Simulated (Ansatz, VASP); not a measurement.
This is a calculation of Sc for VASP 6.6.1.

Contents of INCAR:

```
PREC = Accurate
ENCUT = 500
EDIFF = 1E-6
ISMEAR = -1
SIGMA = 0.05
LREAL = False
LASPH = True
NELM = 120
ALGO = Normal
ISIF = 2
LWAVE = False
LCHARG = False
GGA = PS
NBANDS = 18
GGA_COMPAT = False
```

File KPOINTS:

```
regular mesh
0
Gamma
  9 9 5
```

Contents of POSCAR:

```
Sc
1.0
    3.3090000000      0.0000000000      0.0000000000
   -1.6545000000      2.8656780611      0.0000000000
    0.0000000000      0.0000000000      5.3787660000
Sc
2
Direct
    0.6666666667      0.3333333333      0.7500000000
    0.3333333333      0.6666666667      0.2500000000
```

Potentials or basis: VASP PAW PBE potentials, release 64 (Sc_sv).

Run with:

```console
$ cat potpaw_PBE.64/Sc_sv/POTCAR > POTCAR
$ mpirun -np 1 vasp_std > vasp.out
```

**Question.** Set up the same calculation for Ansatz 0.2.0. Potentials there: all-electron LAPW, scalar-relativistic.

**Answer.** As run (the cutoff follows the program's own potentials):

The input input.yaml:

```yaml
crystal:
  lattice:
    - [3.309, 0.0, 0.0]
    - [-1.6545, 2.8656780611, 0.0]
    - [0.0, 0.0, 5.378766]
  atoms:
    - { symbol: Sc, position: [0.6666666667, 0.3333333333, 0.75] }
    - { symbol: Sc, position: [0.3333333333, 0.6666666667, 0.25] }
kpoints:
  mp_grid: { grid: [9, 9, 5] }
scf:
  occupations: { method: fermi_dirac, width: 0.05 }
hamiltonian:
  xc: pbesol
  pseudopotentials: { kind: all_electron, lapw: { basis_error: 0.001 } }
output:
  forces: true
  stress: true
  eigenvalues: true
```

Potentials or basis: all-electron LAPW, scalar-relativistic.

Run with:

```bash
$ ansatz run input.yaml --threads 1 --pin off --max-ram 3072MiB --backend cpu --events-out ev --progress --plain --runs-dir out
```

Both were run:

|  | VASP | Ansatz | Ansatz less VASP |
| --- | --- | --- | --- |
| gap on the k mesh at the Fermi level (eV) | none | none | - |
| pressure (GPa) | -3.7 | -3.7 | +0.02 |
| traceless stress, the component that is largest in VASP (GPa) | -1.94 | -1.94 | 0.000 |

VASP's potentials were made for PBE, not for PBEsol. A gap of «none» marks a metal or a gap that the smearing closes. Ansatz ran all-electron here, and VASP with PAW potentials.
